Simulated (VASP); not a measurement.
Input of a VASP 6.6.1 run:

INCAR

```
PREC = Accurate
ENCUT = 520
EDIFF = 1E-7
ISMEAR = 0
SIGMA = 0.05
LREAL = False
LASPH = True
NELM = 80
ALGO = Normal
ISIF = 2
LWAVE = False
LCHARG = False
GGA = PS
NBANDS = 16
```

The input KPOINTS:

```
Automatic mesh
0
Gamma
  9 9 6
```

POSCAR

```
AlN
1.0
    3.2043322161      0.0000000000      0.0000000000
   -1.6021661081      2.7750331013      0.0000000000
    0.0000000000      0.0000000000      5.0526700000
Al N
2 2
Direct
    0.3333333333      0.6666666667      0.0000000000
    0.6666666667      0.3333333333      0.5000000000
    0.3333333333      0.6666666667      0.3850000000
    0.6666666667      0.3333333333      0.8850000000
```

Potentials or basis: VASP PAW PBE potentials, release 64 (Al, N).

Run with:

```bash
$ cat potpaw_PBE.64/Al/POTCAR potpaw_PBE.64/N/POTCAR > POTCAR
$ mpirun -np 1 vasp_std > vasp.out
```

**Question.** What does it give for the largest force?

**Answer.** 0.058 eV/Å.

**Question.** Estimate the pressure.

**Answer.** -12.7 GPa.

**Question.** What does it give for the band gap on the k mesh?

**Answer.** 3.43 eV, direct.

Stress tensor (GPa, compression positive):
```
-14.12   0.00   0.00
  0.00 -14.12   0.00
  0.00   0.00  -9.86
```

Caveat: the cell differs from its parent crystal (strain +0.030 along x and y, +0.015 along z); the PAW data sets were made with another functional, which shifts forces and pressure a little.
